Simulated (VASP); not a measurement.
Wanted: the native input for a VASP 6.6.1 run.

```
Task                   : single point
Functional             : PBE
Potentials or basis    : VASP PAW PBE potentials, release 64 (Hf_pv, N)
Cutoff                 : 520 eV
k mesh                 : 11 × 11 × 8
Occupations            : fermi-dirac, width 0.08 eV
Spin                   : no spin polarisation
Dipole correction      : no
Further INCAR settings : ALGO = Normal; EDIFF = 1e-07; NBANDS = 23
```

The structure of HfN (rocksalt type) lies in POSCAR:

```
HfN
1.0
    2.2740417054      2.2740417054      0.0000000000
   -2.2740417054      2.2740417054      0.0000000000
    0.0000000000      0.0000000000      4.5480834109
Hf N
2 2
Direct
    0.0000000000      0.0000000000      0.0000000000
    0.5000000000      0.5000000000      0.5000000000
    0.5000000000      0.5000000000      0.0000000000
    0.0000000000      0.0000000000      0.5000000000
```

One way to write it, as run:

INCAR

```
  ALGO = Normal
  EDIFF = 1E-7
  ENCUT = 520
  GGA = PE
  ISIF = 2
  ISMEAR = -1
  LASPH = T
  LCHARG = T
  LELF = T
  LREAL = F
  LVHAR = T
  LWAVE = F
  NBANDS = 23
  NELM = 60
  PREC = Accurate
  SIGMA = 0.08
```

KPOINTS

```
k-points
0
Gamma
  11 11 8
```

Potentials or basis: VASP PAW PBE potentials, release 64 (Hf_pv, N).

Run with:

```sh
$ cat potpaw_PBE.64/Hf_pv/POTCAR potpaw_PBE.64/N/POTCAR > POTCAR
$ mpirun -np 1 vasp_std > vasp.out
```

It gave:

```
Pressure               : -2.3 GPa
Band gap on the k mesh : zero (bands 15 and 16 overlap by 6.00 eV)
```

Caveat: spin-orbit coupling is left out, which moves the levels of the heavy elements.

It took 68 s on 1 thread of Intel(R) Xeon(R) 6975P-C (Granite Rapids), on a shared host, peak memory 0.22 GiB.
